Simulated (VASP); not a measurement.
Set up this calculation in VASP 6.6.1, as the native input.

```
Task                   : relaxation of cell and atoms
Functional             : PBEsol
Potentials or basis    : VASP PAW PBE potentials, release 64 (Be, S)
Cutoff                 : 600 eV
k mesh                 : 8 × 8 × 8
Occupations            : fermi-dirac, width 0.02 eV
Spin                   : no spin polarisation
Dipole correction      : no
Further INCAR settings : ALGO = Normal; EDIFF = 1e-07; IBRION = 2; EDIFFG = -0.005; NSW = 80; ISIF = 3
```

The structure of BeS lies in POSCAR:

```
BeS
1.0
    0.0000000000      2.3146113634      2.3146113634
    2.3146113634      0.0000000000      2.3146113634
    2.3146113634      2.3146113634      0.0000000000
Be S
1 1
Direct
    0.0000000000      0.0000000000      0.0000000000
    0.5000000000      0.5000000000      0.5000000000
```

One way to write it, as run:

INCAR

```
  ALGO = Normal
  EDIFF = 1E-7
  EDIFFG = -0.005
  ENCUT = 600
  GGA = PS
  IBRION = 2
  ISIF = 3
  ISMEAR = -1
  LASPH = T
  LCHARG = F
  LREAL = F
  LWAVE = F
  NELM = 100
  NSW = 80
  PREC = Accurate
  SIGMA = 0.02
```

KPOINTS

```
k-points
0
Gamma
  8 8 8
```

Potentials or basis: VASP PAW PBE potentials, release 64 (Be, S).

Command:

```console
$ cat potpaw_PBE.64/Be/POTCAR potpaw_PBE.64/S/POTCAR > POTCAR
$ mpirun -np 1 vasp_std > vasp.out
```

It gave:

```json
{
 "Relaxed volume": "12.11 Å³/atom",
 "Relaxed cell": "a = 3.247 Å, b = 3.247 Å, c = 3.247 Å, α = 60.00°, β = 60.00°, γ = 60.00°",
 "Space group after relaxing (to 0.05 Å)": "Fm-3m (No. 225)",
 "Energy gained by relaxing": "2.4 meV/atom",
 "Ionic steps": "3",
 "Pressure after relaxing": "0.0 GPa",
 "Band gap on the k mesh": "0.99 eV, indirect (least direct gap 4.29 eV)"
}
```

Caveat: the PAW data sets were made with another functional, which shifts forces and pressure a little.

Run time: 38 s on 1 thread of AMD EPYC 7571, on a shared host, peak memory 0.12 GiB.
